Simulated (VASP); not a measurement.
# B (P6_3/mmc) in VASP: further runs

The runs below take B through single point, relaxation of cell and atoms, with PBE.

Everything below comes from runs of VASP 6.6.1. Logs are shortened: lines on timing, memory, paths and dates and some standing lists are left out, and cuts for length are marked.

**1. The cell of the first run**

The structure is hexagonal, space group P6_3/mmc (No. 194). The conventional cell has a = 1.715 Å, b = 1.715 Å, c = 9.159 Å, α = 90.00°, β = 90.00°, γ = 120.00°. B (site symmetry -6m2) has 6 B at 1.72 Å within 2.3 Å.

This isn't the form of B at room conditions, which is rhombohedral.

**2. Single point, PBE**

INCAR reads:

```
  PREC = Accurate
  ENCUT = 520
  EDIFF = 1E-6
  ISMEAR = -1
  SIGMA = 0.1
  LREAL = F
  LASPH = T
  NELM = 100
  ALGO = Normal
  ISIF = 2
  LWAVE = F
  LCHARG = F
  GGA = PE
  NBANDS = 10
```

KPOINTS reads:

```
Automatic mesh
0
Gamma
  17 17 9
```

POSCAR reads:

```
B
1.0
    1.7150102241      0.0000000000      0.0000000000
   -0.8575051120      1.4852424218      0.0000000000
    0.0000000000      0.0000000000      9.1587908396
B
2
Direct
    0.3333333333      0.6666666667      0.2500000000
    0.6666666667      0.3333333333      0.7500000000
```

Potentials or basis: VASP PAW PBE potentials, release 64 (B).

Command:

```sh
> cat potpaw_PBE.64/B/POTCAR > POTCAR
> mpirun -np 1 vasp_std > vasp.out
```

OUTCAR:

```text
PREC = Accurate
   ENCUT = 520
   EDIFF = 1E-6
   ISMEAR = -1
   LREAL = F
   LASPH = T
   NELM = 100
   ISIF = 2
   GGA = PE

 ion  position               nearest neighbor table
   1  0.333  0.667  0.250-
   2  0.667  0.333  0.750-

  LATTYP: Found a hexagonal cell.
 ALAT       =     1.7150102241
 C/A-ratio  =     5.3403709849

  Lattice vectors:

 A1 = (   1.7150102241,   0.0000000000,   0.0000000000)
 A2 = (  -0.8575051120,   1.4852424218,   0.0000000000)
 A3 = (   0.0000000000,   0.0000000000,   9.1587908396)

Analysis of symmetry for initial positions (statically):
=====================================================================
 Subroutine PRICEL returns:
 Original cell was already a primitive cell.

 Routine SETGRP: Setting up the symmetry group for a
 hexagonal supercell.

 Subroutine GETGRP returns: Found 24 space group operations
 (whereof 12 operations were pure point group operations)
 out of a pool of 24 trial point group operations.

The static configuration has the point symmetry D_3d.
 The point group associated with its full space group is D_6h.

Analysis of symmetry for dynamics (positions and initial velocities):
=====================================================================
 Subroutine PRICEL returns:
 Original cell was already a primitive cell.

 Routine SETGRP: Setting up the symmetry group for a
 hexagonal supercell.

 Subroutine GETGRP returns: Found 24 space group operations
 (whereof 12 operations were pure point group operations)
 out of a pool of 24 trial point group operations.

The dynamic configuration has the point symmetry D_3d.
 The point group associated with its full space group is D_6h.

 Subroutine INISYM returns: Found 24 space group operations
 (whereof 12 operations are pure point group operations),
 and found     1 'primitive' translations

----------------------------------------------------------------------------------------

                                     Primitive cell

  volume of cell :      23.3293

  direct lattice vectors                    reciprocal lattice vectors
     1.715010224  0.000000000  0.000000000     0.583086903  0.336645380  0.000000000
    -0.857505112  1.485242422  0.000000000     0.000000000  0.673290761  0.000000000
     0.000000000  0.000000000  9.158790840     0.000000000  0.000000000  0.109184719

  length of vectors
     1.715010224  1.715010224  9.158790840     0.673290761  0.673290761  0.109184719

  position of ions in fractional coordinates (direct lattice)
     0.333333333  0.666666667  0.250000000
     0.666666667  0.333333333  0.750000000

  ion indices of the primitive-cell ions
   primitive index   ion index
                 1           1
                 2           2

----------------------------------------------------------------------------------------

 KPOINTS: Automatic mesh

Automatic generation of k-mesh.
 Grid dimensions read from file:
 generate k-points for:   17   17    9

 Generating k-lattice:

  Cartesian coordinates                     Fractional coordinates (reciprocal lattice)
     0.034299230  0.019802669  0.000000000     0.058823529  0.000000000  0.000000000
     0.000000000  0.039605339  0.000000000     0.000000000  0.058823529  0.000000000
     0.000000000  0.000000000  0.012131635     0.000000000  0.000000000  0.111111111

  Length of vectors
     0.039605339  0.039605339  0.012131635

  Shift w.r.t. Gamma in fractional coordinates (k-lattice)
     0.000000000  0.000000000  0.000000000

 Subroutine IBZKPT returns following result:
 ===========================================

 Found    165 irreducible k-points:

 Following reciprocal coordinates:
            Coordinates               Weight
  0.000000  0.000000  0.000000      1.000000
  0.058824 -0.000000  0.000000      6.000000
  0.117647  0.000000  0.000000      6.000000
  0.176471  0.000000  0.000000      6.000000
  0.235294  0.000000  0.000000      6.000000
  0.294118  0.000000  0.000000      6.000000
[... 16 lines left out ...]
  0.411765  0.117647  0.000000     12.000000
  0.176471  0.176471  0.000000      6.000000
 [... further k-points ...]
   k-points           NKPTS =    165   k-points in BZ     NKDIM =    165   number of bands    NBANDS=     10
   number of dos      NEDOS =    301   number of ions     NIONS =      2
   total plane-waves  NPLWV =  13720
   dimension x,y,z NGX =    14 NGY =   14 NGZ =   70
   dimension x,y,z NGXF=    28 NGYF=   28 NGZF=  140
   ions per type =               2
   NGX,Y,Z   is equivalent  to a cutoff of  13.57, 13.57, 12.71 a.u.
   NGXF,Y,Z  is equivalent  to a cutoff of  27.14, 27.14, 25.41 a.u.
 SYSTEM =  unknown system
   PREC   = accura    normal or accurate (medium, high low for compatibility)
   ISTART =      0    job   : 0-new  1-cont  2-samecut
   ICHARG =      2    charge: 1-file 2-atom 10-const
   ISPIN  =      1    spin polarized calculation?
   LNONCOLLINEAR =      F non collinear calculations
   LSORBIT =      F    spin-orbit coupling
   LASPH  =      T    aspherical Exc in radial PAW
   ENCUT  =  520.0 eV  38.22 Ry    6.18 a.u.   3.19  3.19 17.03*2*pi/ulx,y,z
   NELM   =    100;   NELMIN=  2; NELMDL= -5     # of ELM steps
   EDIFF  = 0.1E-05   stopping-criterion for ELM
   LREAL  =      F    real-space projection
   EDIFFG = 0.1E-04   stopping-criterion for IOM
   NSW    =      0    number of steps for IOM
   IBRION =     -1    ionic relax: 0-MD 1-quasi-New 2-CG
   NFREE  =      0    steps in history (QN), initial steepest desc. (CG)
   ISIF   =      2    stress and relaxation
   ISYM   =      2    0-nonsym 1-usesym 2-fastsym
   POTIM  = 0.5000    time-step for ionic-motion
   TEBEG  =    0.0;   TEEND  =   0.0 temperature during run
   PSTRESS=    0.0 pullay stress
   NELECT =       6.0000    total number of electrons
   NUPDOWN=      -1.0000    fix difference up-down
   EMIN   =  10.00;   EMAX   =-10.00  energy-range for DOS
   EFERMI =   0.00;   METHOD = LEGACY
   ISMEAR =    -1;   SIGMA  =   0.10  broadening in eV -4-tet -1-fermi 0-gaus
   EFERMI_NEDOS =   21; number of points for ismear=-14 and -15
   IALGO  =     38    algorithm
   IMIX   =      4    mixing-type and parameters
     AMIX     =   0.40;   BMIX     =  1.00
     AMIX_MAG =   1.60;   BMIX_MAG =  1.00
  volume/ion in A,a.u.               =      11.66        78.72
  Fermi-wavevector in a.u.,A,eV,Ry     =   1.041097  1.967388 14.747122  1.083883
  Thomas-Fermi vector in A             =   2.175702
   LORBIT       =      0    0 simple, 1 ext, 2 COOP (PROOUT), +10 PAW based schemes
   GGA     = PE    functional components
   LHFCALC =     F    Hartree Fock is set to
   AEXX    =    0.0000 exact exchange contribution
   IVDW    =     0    specifies the selected vdW correction
   LEPSILON=     F    determine dielectric tensor
   LRPA    =     F    only Hartree local field effects (RPA)
 non-spin polarized calculation
  energy-cutoff  :      520.00
  volume of cell :       23.33
 maximum number of plane-waves:       647
 NGX is ok and might be reduce to    14
   NGX =  7   NGY =  7   NGZ = 35

 number of electron       6.0000000 magnetization

 Free energy of the ion-electron system (eV)
  ---------------------------------------------------
  ext. energy  EPLUGINS =         0.00000000
  ---------------------------------------------------
  free energy    TOTEN  =       -12.00649571 eV

  energy without entropy =      -11.99563517  energy(sigma->0) =      -12.00106544

 E-fermi :   3.4739     XC(G=0):  -8.5462

 val. band max:        3.2756945689   @ k =   0.3529   0.2353   0.0000
 cond. band min:       3.5435978307   @ k =   0.3529   0.0000   0.0000
 fundamental gap:      0.2679032618
 Fermi energy:         3.4739198411

 k-point     1 :       0.0000    0.0000    0.0000
  band No.  band energies     occupation
      1     -13.4729      2.00000
      2     -13.4297      2.00000
      3      -4.4355      2.00000
      4      -3.9634      2.00000
      5       5.1844      0.00000
      6       8.7031      0.00000
      7      11.1819      0.00000
      8      18.6408      0.00000
      9      22.9505      0.00000
     10      27.9222      0.00000

 k-point     2 :       0.0588   -0.0000    0.0000
  band No.  band energies     occupation
      1     -13.3153      2.00000
      2     -13.2730      2.00000
      3      -4.2085      2.00000
      4      -3.7376      2.00000
      5       5.3966      0.00000
      6       8.9313      0.00000
      7      11.3527      0.00000
      8      18.8548      0.00000
      9      22.9008      0.00000
     10      27.1833      0.00000

 k-point     3 :       0.1176    0.0000    0.0000
  band No.  band energies     occupation
      1     -12.8440      2.00000
      2     -12.8040      2.00000
      3      -3.5284      2.00000
      4      -3.0615      2.00000
      5       6.0306      0.00000
      6       9.6147      0.00000
      7      11.8486      0.00000
      8      19.4905      0.00000
      9      22.4005      0.00000
     10      25.1230      0.00000

 k-point     4 :       0.1765    0.0000    0.0000
  band No.  band energies     occupation
      1     -12.0642      2.00000
      2     -12.0279      2.00000
      3      -2.3991      2.00000
      4      -1.9393      2.00000
      5       7.0725      0.00000
      6      10.7483      0.00000
      7      12.5845      0.00000
      8      20.5079      0.00000
      9      20.5238      0.00000
     10      22.1922      0.00000
[... 222 lines left out ...]
 k-point    22 :       0.3529    0.1176    0.0000
  band No.  band energies     occupation
      1      -5.9611      2.00000
      2      -5.9487      2.00000
      3       6.5555      0.00000
      4       6.5995      0.00000
      5       6.8041      0.00000
      6       7.1355      0.00000
      7      15.6095      0.00000
      8      16.4757      0.00000
      9      18.5283      0.00000
     10      18.7853      0.00000

 k-point    23 :       0.4118    0.1176    0.0000
  band No.  band energies     occupation
      1      -4.7297      2.00000
      2      -4.7244      2.00000
      3       4.6872      0.00001
      4       4.7105      0.00001
      5       9.1334      0.00000
      6       9.3160      0.00000
      7      16.2480      0.00000
      8      16.3961      0.00000
      9      16.9004      0.00000
     10      17.4129      0.00000

 k-point    24 :       0.1765    0.1765    0.0000
  band No.  band energies     occupation
      1      -9.2963      2.00000
      2      -9.2712      2.00000
      3       1.6097      2.00000
      4       2.0364      2.00000
      5      10.6089      0.00000
      6      14.2446      0.00000
      7      14.4613      0.00000
      8      14.4632      0.00000
      9      14.7396      0.00000
     10      18.2006      0.00000

 [... further k-points ...]

------------------------ aborting loop because EDIFF is reached ----------------------------------------

  FORCE on cell =-STRESS in cart. coord.  units (eV):
  Direction    XX          YY          ZZ          XY          YZ          ZX
  --------------------------------------------------------------------------------------
  -------------------------------------------------------------------------------------
  Total       -0.0029303     -0.0029303     -0.0047832     -0.0000000      0.0000000      0.0000000
  in kB       -0.2012451     -0.2012451     -0.3284928     -0.0000000      0.0000000      0.0000000
  external PRESSURE =      -0.2436610 kB  Pullay stress =       0.0000000 kB

 VOLUME and BASIS-vectors are now :
 -----------------------------------------------------------------------------
  energy-cutoff  :      520.00
  volume of cell :       23.33
      direct lattice vectors                 reciprocal lattice vectors
     1.715010224  0.000000000  0.000000000     0.583086903  0.336645380  0.000000000
    -0.857505112  1.485242422  0.000000000     0.000000000  0.673290761  0.000000000
     0.000000000  0.000000000  9.158790840     0.000000000  0.000000000  0.109184719

 POSITION                                       TOTAL-FORCE (eV/Angst)
 -----------------------------------------------------------------------------------
     -0.00000      0.99016      2.28970         0.000000     -0.000000     -0.000000
      0.85751      0.49508      6.86909        -0.000000      0.000000      0.000000
 -----------------------------------------------------------------------------------
    total drift:                               -0.000000      0.000000      0.000000

  FREE ENERGIE OF THE ION-ELECTRON SYSTEM (eV)
  ---------------------------------------------------
  free  energy   TOTEN  =       -12.0064957094 eV

  energy  without entropy=      -11.9956351684  energy(sigma->0) =      -12.00106544
```

It took 15 s on 1 thread of Intel Xeon 6975P-C (Granite Rapids), shared host; peak memory 0.15 GiB.

Results:

* Free energy: -12.0065 eV
* Pressure: 0.0 GPa
* Band gap on the k mesh: zero (bands 3 and 4 overlap by 10.73 eV)

Caveat: this functional lacks dispersion, which binds the layers, so the pressure and a relaxed spacing across them are unreliable.

(Continued in part 2 of 2.)
